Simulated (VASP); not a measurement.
The system is Ir.

```
Ir
1.0
     2.71486    0.00000    0.00000
    -1.35743    2.35114    0.00000
     0.00000    0.00000    8.86674
Ir
4
Direct
  0.00000 0.00000 0.00000
  0.00000 0.00000 0.50000
  0.33333 0.66667 0.25000
  0.66667 0.33333 0.75000
```

This isn't the form of Ir at room conditions, which is fcc.

```yaml
Program: VASP 6.6.1
Task: relaxation of cell and atoms
Functional: RPBE
Potentials_or_basis: VASP PAW PBE potentials, release 64 (Ir)
Cutoff: 600 eV
k_mesh: 13 × 13 × 4
Occupations: fermi-dirac, width 0.1 eV
Spin: no spin polarisation
```

At the start: pressure 14.9 GPa; volume 14.15 Å³/atom.

Task: How do energy, volume and symmetry change on relaxing?

Result: Over 4 steps the energy falls by 26.1 meV/atom and the volume is 14.74 Å³/atom (+4.2 %); space group P6_3/mmc (No. 194, to 0.1 Å) before and after.

Step by step:
```
step  energy change (eV)  largest force (eV/Å)  pressure (GPa)  volume (Å³)
   1              0.0000                0.0000           14.89        56.60
   2              0.9696                0.0000          -32.35        68.07
   3             -0.1040                0.0000           -0.86        59.10
   4             -0.1044                0.0000           -0.06        58.96
```

Final structure:
```
Ir
1.0
     2.75190    0.00000    0.00000
    -1.37595    2.38322    0.00000
     0.00000    0.00000    8.98955
Ir
4
Direct
  0.00000 0.00000 0.00000
  0.00000 0.00000 0.50000
  0.33333 0.66667 0.25000
  0.66667 0.33333 0.75000
```

Caveat: the highest band is partly filled, so the run has too few bands; the PAW data sets were made with another functional, which shifts forces and pressure a little.
